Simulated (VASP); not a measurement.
Here is a VASP 6.6.1 calculation.

INCAR

```
SYSTEM = SiO2
PREC = Accurate ; ENCUT = 520
EDIFF = 1E-6 ; ISMEAR = 0
SIGMA = 0.02 ; LREAL = .FALSE.
LASPH = .TRUE. ; NELM = 80
ALGO = Normal ; ISIF = 2
LWAVE = .FALSE. ; LCHARG = .FALSE.
LDIPOL = .TRUE. ; IDIPOL = 3
DIPOL = 0.5 0.5 0.282 ; GGA = PE
IVDW = 12 ; NBANDS = 25
```

File KPOINTS:

```
regular mesh
0
G
  12 12 1
  0 0 0
```

POSCAR

```
SiO2
1.0
    2.6863228086     -0.0669273618      0.0000000000
   -1.2853438345      2.3598094692      0.0000000000
    0.0000000000      0.0000000000     37.2231571600
Si O
2 4
Direct
    0.5000002801      0.4999997199      0.2158335671
    0.5000002801      0.4999997199      0.3483313669
    0.1666485732      0.8333514268      0.2404588395
    0.8333511467      0.1666488533      0.1911774376
    0.8333511467      0.1666488533      0.3729874964
    0.1666485732      0.8333514268      0.3237060944
```

Potentials or basis: VASP PAW PBE potentials, release 64 (Si, O).

The run is started by

```console
$ cat potpaw_PBE.64/Si/POTCAR potpaw_PBE.64/O/POTCAR > POTCAR
$ mpirun -np 1 vasp_std > vasp.out
```

(1) Predict the dispersion energy per atom.

(2) Predict the band gap on the k mesh.

(3) Estimate the largest force.

## Answers

(1) -0.150 eV.

(2) 6.44 eV (least direct gap 6.93 eV).

(3) 0.014 eV/Å.
